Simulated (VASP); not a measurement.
The system is Lu.

```
Lu
1.0
     3.50708    0.00000    0.00000
    -1.75354    3.03722    0.00000
     0.00000    0.00000    5.47729
Lu
2
Direct
  0.33333 0.66667 0.25000
  0.66667 0.33333 0.75000
```

Program: VASP 6.6.1. Alike in all runs: task single point; level PBE; potentials or basis VASP PAW PBE potentials, release 64 (Lu); no spin polarisation; cell as given; k mesh 10 × 10 × 6; cutoff (eV) 520.

Task: Order these runs on this cell by their pressure, lowest first.
A. smearing gaussian 0.01 eV
B. smearing gaussian 1 eV
C. smearing fermi-dirac 1 eV

Result: A (-0.2 GPa), B (1.6 GPa), C (4.5 GPa).
